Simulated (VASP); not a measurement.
Input of a VASP 6.6.1 run:

The input POSCAR:

```
Sn
1.0
   -1.6850289171      1.6850289171      2.3826308888
    1.6850289171     -1.6850289171      2.3826308888
    1.6850289171      1.6850289171     -2.3826308888
Sn
1
Direct
    0.0000000000      0.0000000000      0.0000000000
```

The input INCAR.step1:

```
SYSTEM = Sn
PREC     = Accurate       ! precision mode
ENCUT    = 520            ! plane-wave cutoff, eV
ISMEAR   = 0              ! smearing method
SIGMA    = 0.15           ! smearing width, eV
LREAL    = .False.        ! projectors in reciprocal space
LASPH    = .True.         ! aspherical terms in the spheres
NELM     = 100            ! most SCF steps
NBANDS   = 13             ! bands
GGA      = PE             ! functional
ALGO     = Normal         ! electronic algorithm
EDIFF    = 1E-4           ! SCF threshold, eV
LWAVE    = .True.         ! write WAVECAR
LCHARG   = .False.        ! write CHGCAR
```

The input INCAR.step2:

```
SYSTEM = Sn
PREC     = Accurate       ! precision mode
ENCUT    = 520            ! plane-wave cutoff, eV
EDIFF    = 1E-6           ! SCF threshold, eV
ISMEAR   = 0              ! smearing method
SIGMA    = 0.15           ! smearing width, eV
LREAL    = .False.        ! projectors in reciprocal space
LASPH    = .True.         ! aspherical terms in the spheres
NELM     = 100            ! most SCF steps
ALGO     = Normal         ! electronic algorithm
ISIF     = 2              ! what is computed and relaxed
LWAVE    = .False.        ! write WAVECAR
LCHARG   = .False.        ! write CHGCAR
METAGGA  = R2SCAN         ! meta-GGA
LMIXTAU  = .True.       
NBANDS   = 13             ! bands
ISTART   = 1
```

File KPOINTS:

```
Automatic mesh
0
Gamma
  24 24 24
  0 0 0
```

Potentials or basis: VASP PAW PBE potentials, release 64 (Sn_d).

The run is started by

```bash
$ cat potpaw_PBE.64/Sn_d/POTCAR > POTCAR
$ cp INCAR.step1 INCAR
$ mpirun -np 1 vasp_std > vasp.out
$ cp INCAR.step2 INCAR
$ mpirun -np 1 vasp_std > vasp.out
```

(1) Predict the pressure.

(2) Predict the band gap on the k mesh.

## Answers

(1) 0.5 GPa.

(2) zero (bands 7 and 8 overlap by 10.27 eV).

Caveat: the PAW data sets were made with another functional, which shifts forces and pressure a little; spin-orbit coupling is left out, which moves the levels of the heavy elements.
